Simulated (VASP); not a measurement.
Se:

```
CELL_PARAMETERS angstrom
4.35517 0.00000 0.00000
-2.17758 3.77169 0.00000
0.00000 0.00000 4.94945
ATOMIC_POSITIONS crystal
Se 0.21700 0.00000 0.16667
Se 0.00000 0.21700 0.83333
Se 0.78300 0.78300 0.50000
```

```yaml
Program: VASP 6.6.1
Task: relaxation of cell and atoms
Functional: r2SCAN
Potentials_or_basis: VASP PAW PBE potentials, release 64 (Se)
Cutoff: 600 eV
k_mesh: 6 × 6 × 4
Occupations: gaussian, width 0.1 eV
Spin: no spin polarisation
```

At the start: pressure 4.0 GPa; volume 27.10 Å³/atom.

Question: Where does the relaxation end?

Answer: Over 4 steps the energy falls by 21.9 meV/atom and the volume is 28.29 Å³/atom (+4.4 %); space group P3_221 (No. 154, to 0.05 Å).

Step by step:
| step | energy change (eV) | largest force (eV/Å) | pressure (GPa) | volume (Å³) |
| --- | --- | --- | --- | --- |
| 1 | 0.0000 | 0.8156 | 4.02 | 81.30 |
| 2 | 0.0215 | 0.7881 | -3.64 | 89.56 |
| 3 | -0.0656 | 0.0202 | 0.01 | 84.94 |
| 4 | -0.0656 | 0.0055 | 0.08 | 84.86 |

Final structure:
```
CELL_PARAMETERS angstrom
4.40889 0.00000 0.00000
-2.20444 3.81821 0.00000
0.00000 0.00000 5.04111
ATOMIC_POSITIONS crystal
Se 0.22110 0.00000 0.16667
Se 0.00000 0.22110 0.83333
Se 0.77890 0.77890 0.50000
```

Caveat: the PAW data sets were made with another functional, which shifts forces and pressure a little; the relaxation stopped at a loose force limit of 0.05 eV/Å, so its end isn't a converged minimum.
